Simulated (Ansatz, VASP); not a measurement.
# La2O3 in VASP and in Ansatz

```
CELL_PARAMETERS angstrom
3.93510 0.00000 0.00000
-1.96755 3.40790 0.00000
0.00000 0.00000 6.12623
ATOMIC_POSITIONS crystal
La 0.66667 0.33333 0.75384
La 0.33333 0.66667 0.24616
O 0.66667 0.33333 0.35389
O 0.33333 0.66667 0.64611
O 0.00000 0.00000 0.00000
```

Alike in both runs: task single point; functional LDA; k mesh 12 × 12 × 4; no spin polarisation.

```csv
,VASP,Ansatz
version,VASP 6.6.1,Ansatz 0.2.0
potentials or method,"VASP PAW LDA potentials, release 64 (La, O)","plane waves, PAW"
plane-wave cutoff (eV),520,420
occupations,"gaussian, width 0.01 eV",fixed
valence electrons in the cell,40,40
```

|  | VASP | Ansatz | Ansatz less VASP |
| --- | --- | --- | --- |
| gap on the k mesh at the Fermi level (eV) | 3.72 | 3.73 | +0.009 |
| pressure (GPa) | -6.9 | -6.9 | +0.02 |
| traceless stress, the component that is largest in VASP (GPa) | 0.38 | 0.40 | +0.017 |
| rms of the force components (eV/Å) | 0.073 | 0.077 | +0.0038 |

LDA's correlation is that of Perdew and Zunger in VASP and of Perdew and Wang (1992) in Ansatz. Atom by atom the forces differ by 0.004 eV/Å (rms over components).

Spin-orbit coupling is off throughout.
